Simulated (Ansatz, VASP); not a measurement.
## One calculation of Be, two programs

Contents of INCAR:

```
PREC = Accurate
ENCUT = 520
EDIFF = 1E-6
ISMEAR = -1
SIGMA = 0.1
LREAL = False
LASPH = True
NELM = 80
ALGO = Normal
ISIF = 2
LWAVE = False
LCHARG = True
GGA = CA
LELF = True
LVHAR = True
NBANDS = 10
```

File KPOINTS:

```
Automatic mesh
0
Gamma
  12 12 16
```

File POSCAR:

```
Be
1.0
    3.5190826708      0.0000000000      0.0000000000
   -1.7595413354      3.0476149909      0.0000000000
    0.0000000000      0.0000000000      2.1489083260
Be
3
Direct
    1.0000000000      1.0000000000      1.0000000000
    0.3333333333      0.6666666667      0.5000000000
    0.6666666667      0.3333333333      0.5000000000
```

Input for Ansatz:

```yaml
crystal:
  lattice:
    - [3.5190826708, 0.0, 0.0]
    - [-1.7595413354, 3.0476149909, 0.0]
    - [0.0, 0.0, 2.148908326]
  atoms:
    - { symbol: Be, position: [1.0, 1.0, 1.0] }
    - { symbol: Be, position: [0.3333333333, 0.6666666667, 0.5] }
    - { symbol: Be, position: [0.6666666667, 0.3333333333, 0.5] }
hamiltonian:
  xc: lda
  pseudopotentials:
    kind: paw
    azcp:
      Be: "pseudopotentials/Be.paw.azcp"
basis:
  ecutwfc: 420
  fft_grid_basis: typed
kpoints:
  mp_grid: { grid: [12, 12, 16], shift: [0, 0, 0] }
magnetization:
  spin_polarized: false
scf:
  occupations: { method: fermi_dirac, width: 0.1 }
  lower_state_search: "off"
output:
  stress: true
  write_density: true
  write_potential: true
  elf: true
  volumetric_format: npy
```

Alike in both runs: task single point; functional LDA; k mesh 12 × 12 × 16; occupations fermi-dirac, width 0.1 eV; no spin polarisation.

|  | VASP | Ansatz |
| --- | --- | --- |
| version | VASP 6.6.1 | Ansatz 0.2.0 |
| potentials or method | VASP PAW LDA potentials, release 64 (Be), cutoff 520 eV | plane waves (420 eV) with PAW, scalar-relativistic |
| valence electrons in the cell | 6 | 6 |

```csv
,VASP,Ansatz,Ansatz less VASP
pressure (GPa),0.4,0.0,-0.42
"traceless stress, the component that is largest in VASP (GPa)",0.34,0.34,+0.007
```

Ansatz warns that its potentials were made for another functional, while VASP's fit it. LDA's correlation is that of Perdew and Zunger in VASP and of Perdew and Wang (1992) in Ansatz.
